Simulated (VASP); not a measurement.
Here is a VASP 6.6.1 calculation.

INCAR

```
SYSTEM = NaCl
ALGO = Normal
EDIFF = 1E-6
EDIFFG = -0.01
ENCUT = 600
GGA = PS
IBRION = 2
ISIF = 3
ISMEAR = -1
IVDW = 12
LASPH = .True.
LCHARG = .False.
LREAL = .False.
LWAVE = .False.
NELM = 80
NSW = 60
PREC = Accurate
SIGMA = 0.05
```

KPOINTS

```
k-points
0
Gamma
  8 8 8
  0 0 0
```

The input POSCAR:

```
NaCl
1.0
    3.5021900000      0.0000000000      0.0000000000
    0.0000000000      3.5021900000      0.0000000000
    0.0000000000      0.0000000000      3.5021900000
Cl Na
1 1
Direct
    0.5000000000      0.5000000000      0.5000000000
    0.0000000000      0.0000000000      0.0000000000
```

Potentials or basis: VASP PAW PBE potentials, release 64 (Cl, Na_pv).

Launch:

```sh
$ cat potpaw_PBE.64/Cl/POTCAR potpaw_PBE.64/Na_pv/POTCAR > POTCAR
$ mpirun -np 1 vasp_std > vasp.out
```

**Question.** Estimate the relaxed cell.

**Answer.** a = 3.379 Å, b = 3.379 Å, c = 3.379 Å, α = 90.00°, β = 90.00°, γ = 90.00°.

**Question.** Predict the dispersion energy per atom.

**Answer.** -0.223 eV.

**Question.** Estimate the band gap on the k mesh.

**Answer.** 4.21 eV, indirect (least direct gap 4.80 eV).

Final structure:
```yaml
crystal:
  lattice:
    - [3.37883, 0.00000, 0.00000]
    - [0.00000, 3.37883, 0.00000]
    - [0.00000, 0.00000, 3.37883]
  atoms:
    - { symbol: Cl, position: [0.50000, 0.50000, 0.50000] }
    - { symbol: Na, position: [0.00000, 0.00000, 0.00000] }
```

 A k mesh can miss the band edges.
